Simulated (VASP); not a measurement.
# Ca (I4/mmm) in VASP: further runs

The runs below take Ca through single point, with PBEsol.

Program: VASP 6.6.1. These are calculated values, not measurements. Logs are shortened: lines on timing, memory, paths and dates and some standing lists are left out, and cuts for length are marked.

## (1) The cell of the first run

It takes space group I4/mmm (No. 139, tetragonal). Conventional cell: a = 8.821 Å, b = 8.821 Å, c = 8.784 Å, α = 90.00°, β = 90.00°, γ = 90.00°. Within 5.0 Å of Ca (site symmetry 2/m) lie 12 Ca at 3.81 to 4.41 Å. Ca (site symmetry mmm) has 12 Ca at 3.81 to 4.41 Å within 5.0 Å. Ca (site symmetry 4/mmm) has 12 Ca at 3.81 to 4.41 Å within 5.0 Å.

This isn't the form of Ca at room conditions, which is fcc.

## (2) Single point, PBEsol

Input file INCAR:

```
PREC = Accurate
ENCUT = 520
EDIFF = 1E-7
ISMEAR = -1
SIGMA = 0.1
LREAL = False
LASPH = True
NELM = 100
ALGO = Normal
ISIF = 2
LWAVE = False
LCHARG = False
GGA = PS
NBANDS = 44
```

Input file KPOINTS:

```
Automatic mesh
0
Gamma
  2 2 2
```

Input file POSCAR:

```
Ca
1.0
   -4.4104100000      4.4104100000      4.3922300000
    4.4104100000     -4.4104100000      4.3922300000
    4.4104100000      4.4104100000     -4.3922300000
Ca
7
Direct
    0.2500000000      0.2500000000      0.5000000000
    0.2500000000      0.7500000000      0.0000000000
    0.2500000000      0.7500000000      0.5000000000
    0.7500000000      0.2500000000      0.0000000000
    0.7500000000      0.2500000000      0.5000000000
    0.7500000000      0.7500000000      0.0000000000
    0.7500000000      0.7500000000      0.5000000000
```

Potentials or basis: VASP PAW PBE potentials, release 64 (Ca_sv).

Command:

```sh
cat potpaw_PBE.64/Ca_sv/POTCAR > POTCAR
mpirun -np 1 vasp_std > vasp.out
```

OUTCAR:

```text
PREC = Accurate
   ENCUT = 520
   EDIFF = 1E-7
   ISMEAR = -1
   LREAL = False
   LASPH = True
   NELM = 100
   ISIF = 2
   GGA = PS

 ion  position               nearest neighbor table
   1  0.250  0.250  0.500-
   2  0.250  0.750  0.000-
   3  0.250  0.750  0.500-
   4  0.750  0.250  0.000-
   5  0.750  0.250  0.500-
   6  0.750  0.750  0.000-
   7  0.750  0.750  0.500-

  LATTYP: Found a body centered tetragonal cell.
 ALAT       =     8.8208200000
 C/A-ratio  =     0.9958779343

  Lattice vectors:

 A1 = (  -4.4104100000,   4.4104100000,   4.3922300000)
 A2 = (   4.4104100000,  -4.4104100000,   4.3922300000)
 A3 = (   4.4104100000,   4.4104100000,  -4.3922300000)

Analysis of symmetry for initial positions (statically):
=====================================================================
 Subroutine PRICEL returns:
 Original cell was already a primitive cell.

 Routine SETGRP: Setting up the symmetry group for a
 body centered tetragonal supercell.

 Subroutine GETGRP returns: Found 16 space group operations
 (whereof  8 operations were pure point group operations)
 out of a pool of 16 trial point group operations.

The static configuration has the point symmetry C_4v.
 The point group associated with its full space group is D_4h.

Analysis of symmetry for dynamics (positions and initial velocities):
=====================================================================
 Subroutine PRICEL returns:
 Original cell was already a primitive cell.

 Routine SETGRP: Setting up the symmetry group for a
 body centered tetragonal supercell.

 Subroutine GETGRP returns: Found 16 space group operations
 (whereof  8 operations were pure point group operations)
 out of a pool of 16 trial point group operations.

The dynamic configuration has the point symmetry C_4v.
 The point group associated with its full space group is D_4h.

 Subroutine INISYM returns: Found 16 space group operations
 (whereof  8 operations are pure point group operations),
 and found     1 'primitive' translations

----------------------------------------------------------------------------------------

                                     Primitive cell

  volume of cell :     341.7456

  direct lattice vectors                    reciprocal lattice vectors
    -4.410410000  4.410410000  4.392230000     0.000000000  0.113368145  0.113837390
     4.410410000 -4.410410000  4.392230000     0.113368145  0.000000000  0.113837390
     4.410410000  4.410410000 -4.392230000     0.113368145  0.113368145  0.000000000

  length of vectors
     7.628572416  7.628572416  7.628572416     0.160658917  0.160658917  0.160326768

  position of ions in fractional coordinates (direct lattice)
     0.250000000  0.250000000  0.500000000
     0.250000000  0.750000000  0.000000000
     0.250000000  0.750000000  0.500000000
     0.750000000  0.250000000  0.000000000
     0.750000000  0.250000000  0.500000000
     0.750000000  0.750000000  0.000000000
     0.750000000  0.750000000  0.500000000

  ion indices of the primitive-cell ions
   primitive index   ion index
                 1           1
                 2           2
                 3           3
                 4           4
                 5           5
                 6           6
                 7           7

----------------------------------------------------------------------------------------

 KPOINTS: Automatic mesh

Automatic generation of k-mesh.
 Grid dimensions read from file:
 generate k-points for:    2    2    2

 Generating k-lattice:

  Cartesian coordinates                     Fractional coordinates (reciprocal lattice)
     0.000000000  0.056684072  0.056918695     0.500000000 -0.000000000  0.000000000
     0.056684072  0.000000000  0.056918695    -0.000000000  0.500000000  0.000000000
     0.056684072  0.056684072  0.000000000     0.000000000  0.000000000  0.500000000

  Length of vectors
     0.080329459  0.080329459  0.080163384

  Shift w.r.t. Gamma in fractional coordinates (k-lattice)
     0.000000000  0.000000000  0.000000000

 Subroutine IBZKPT returns following result:
 ===========================================

 Found      4 irreducible k-points:

 Following reciprocal coordinates:
            Coordinates               Weight
  0.000000  0.000000  0.000000      1.000000
  0.500000  0.000000  0.000000      4.000000
  0.500000  0.500000  0.000000      2.000000
  0.500000  0.500000  0.500000      1.000000
   k-points           NKPTS =      4   k-points in BZ     NKDIM =      4   number of bands    NBANDS=     44
   number of dos      NEDOS =    301   number of ions     NIONS =      7
   total plane-waves  NPLWV = 216000
   dimension x,y,z NGX =    60 NGY =   60 NGZ =   60
   dimension x,y,z NGXF=   120 NGYF=  120 NGZF=  120
   ions per type =               7
   NGX,Y,Z   is equivalent  to a cutoff of  13.08, 13.08, 13.08 a.u.
   NGXF,Y,Z  is equivalent  to a cutoff of  26.15, 26.15, 26.15 a.u.
 SYSTEM =  unknown system
   PREC   = accura    normal or accurate (medium, high low for compatibility)
   ISTART =      0    job   : 0-new  1-cont  2-samecut
   ICHARG =      2    charge: 1-file 2-atom 10-const
   ISPIN  =      1    spin polarized calculation?
   LNONCOLLINEAR =      F non collinear calculations
   LSORBIT =      F    spin-orbit coupling
   LASPH  =      T    aspherical Exc in radial PAW
   ENCUT  =  520.0 eV  38.22 Ry    6.18 a.u.  14.18 14.18 14.18*2*pi/ulx,y,z
   NELM   =    100;   NELMIN=  2; NELMDL= -5     # of ELM steps
   EDIFF  = 0.1E-06   stopping-criterion for ELM
   LREAL  =      F    real-space projection
   EDIFFG = 0.1E-05   stopping-criterion for IOM
   NSW    =      0    number of steps for IOM
   IBRION =     -1    ionic relax: 0-MD 1-quasi-New 2-CG
   NFREE  =      0    steps in history (QN), initial steepest desc. (CG)
   ISIF   =      2    stress and relaxation
   ISYM   =      2    0-nonsym 1-usesym 2-fastsym
   POTIM  = 0.5000    time-step for ionic-motion
   TEBEG  =    0.0;   TEEND  =   0.0 temperature during run
   PSTRESS=    0.0 pullay stress
   NELECT =      70.0000    total number of electrons
   NUPDOWN=      -1.0000    fix difference up-down
   EMIN   =  10.00;   EMAX   =-10.00  energy-range for DOS
   EFERMI =   0.00;   METHOD = LEGACY
   ISMEAR =    -1;   SIGMA  =   0.10  broadening in eV -4-tet -1-fermi 0-gaus
   EFERMI_NEDOS =   21; number of points for ismear=-14 and -15
   IALGO  =     38    algorithm
   IMIX   =      4    mixing-type and parameters
     AMIX     =   0.40;   BMIX     =  1.00
     AMIX_MAG =   1.60;   BMIX_MAG =  1.00
  volume/ion in A,a.u.               =      48.82       329.46
  Fermi-wavevector in a.u.,A,eV,Ry     =   0.965028  1.823638 12.670817  0.931279
  Thomas-Fermi vector in A             =   2.094710
   LORBIT       =      0    0 simple, 1 ext, 2 COOP (PROOUT), +10 PAW based schemes
   GGA     = PS    functional components
   LHFCALC =     F    Hartree Fock is set to
   AEXX    =    0.0000 exact exchange contribution
   IVDW    =     0    specifies the selected vdW correction
   LEPSILON=     F    determine dielectric tensor
   LRPA    =     F    only Hartree local field effects (RPA)
 non-spin polarized calculation
  energy-cutoff  :      520.00
  volume of cell :      341.75
 maximum number of plane-waves:      9228
 NGX is ok and might be reduce to    60
   NGX = 29   NGY = 29   NGZ = 29

 number of electron      70.0000008 magnetization

 Free energy of the ion-electron system (eV)
  ---------------------------------------------------
  ext. energy  EPLUGINS =         0.00000000
  ---------------------------------------------------
  free energy    TOTEN  =       -13.89764846 eV

  energy without entropy =      -13.58169469  energy(sigma->0) =      -13.73967157

 E-fermi :   1.3227     XC(G=0):  -7.2969

 val. band max:        1.2901282956   @ k =   0.5000   0.0000   0.0000
 cond. band min:       1.4453211789   @ k =   0.5000   0.5000   0.0000
 fundamental gap:      0.1551928833
 Fermi energy:         1.3226660450

 k-point     1 :       0.0000    0.0000    0.0000
  band No.  band energies     occupation
      1     -40.8769      2.00000
      2     -40.8748      2.00000
      3     -40.8748      2.00000
      4     -40.8748      2.00000
      5     -40.6483      2.00000
      6     -40.6422      2.00000
[... 36 lines left out ...]
     43       1.8373      0.01157
     44       2.5364      0.00001

 k-point     2 :       0.5000    0.0000    0.0000
  band No.  band energies     occupation
      1     -40.8758      2.00000
      2     -40.8757      2.00000
      3     -40.8748      2.00000
      4     -40.8748      2.00000
      5     -40.6484      2.00000
      6     -40.6420      2.00000
[... 36 lines left out ...]
     43       2.3750      0.00005
     44       2.4927      0.00002

 k-point     3 :       0.5000    0.5000    0.0000
  band No.  band energies     occupation
      1     -40.8758      2.00000
      2     -40.8757      2.00000
      3     -40.8748      2.00000
      4     -40.8748      2.00000
      5     -40.6484      2.00000
      6     -40.6424      2.00000
[... 36 lines left out ...]
     43       2.3684      0.00006
     44       2.5280      0.00001

 k-point     4 :       0.5000    0.5000    0.5000
  band No.  band energies     occupation
      1     -40.8756      2.00000
      2     -40.8756      2.00000
      3     -40.8756      2.00000
      4     -40.8740      2.00000
      5     -40.6485      2.00000
      6     -40.6425      2.00000
[... 36 lines left out ...]
     43       2.6812      0.00000
     44       2.7477      0.00000

------------------------ aborting loop because EDIFF is reached ----------------------------------------

  FORCE on cell =-STRESS in cart. coord.  units (eV):
  Direction    XX          YY          ZZ          XY          YZ          ZX
  --------------------------------------------------------------------------------------
  -------------------------------------------------------------------------------------
  Total       -2.3037831     -2.3037831     -2.3216000      0.0000000      0.0000000      0.0000000
  in kB      -10.8006323    -10.8006323    -10.8841617      0.0000000      0.0000000      0.0000000
  external PRESSURE =     -10.8284754 kB  Pullay stress =       0.0000000 kB

 VOLUME and BASIS-vectors are now :
 -----------------------------------------------------------------------------
  energy-cutoff  :      520.00
  volume of cell :      341.75
      direct lattice vectors                 reciprocal lattice vectors
    -4.410410000  4.410410000  4.392230000     0.000000000  0.113368145  0.113837390
     4.410410000 -4.410410000  4.392230000     0.113368145  0.000000000  0.113837390
     4.410410000  4.410410000 -4.392230000     0.113368145  0.113368145  0.000000000

 POSITION                                       TOTAL-FORCE (eV/Angst)
 -----------------------------------------------------------------------------------
      2.20520      2.20520      0.00000        -0.000000      0.000000     -0.000000
      2.20521     -2.20521      4.39223         0.000000      0.000000      0.000000
      4.41041     -0.00000      2.19611         0.000000     -0.000000     -0.000000
     -2.20521      2.20521      4.39223        -0.000000     -0.000000     -0.000000
     -0.00000      4.41041      2.19611         0.000000     -0.000000     -0.000000
      0.00000      0.00000      6.58834         0.000000     -0.000000      0.000000
      2.20520      2.20520      4.39223         0.000000     -0.000000      0.000000
 -----------------------------------------------------------------------------------
    total drift:                               -0.000000      0.000000     -0.000000

  FREE ENERGIE OF THE ION-ELECTRON SYSTEM (eV)
  ---------------------------------------------------
  free  energy   TOTEN  =       -13.8976484571 eV

  energy  without entropy=      -13.5816946857  energy(sigma->0) =      -13.73967157
```

Wall time 56 s (1 thread of Intel Xeon 6975P-C (Granite Rapids), shared host); peak memory 0.48 GiB.

What came out:

```yaml
Free_energy: -13.8976 eV
Pressure: -1.1 GPa
Band_gap_on_the_k_mesh: zero (bands 35 and 36 overlap by 0.56 eV)
```

Caveat: the k points lie up to 0.50 Å⁻¹ apart, too coarse for converged energies and pressures of a metal; the PAW data sets were made with another functional, which shifts forces and pressure a little.

(Part 1 of 2 ends here.)

The gap in the log of VASP goes by the Fermi energy; the results here count the filled bands.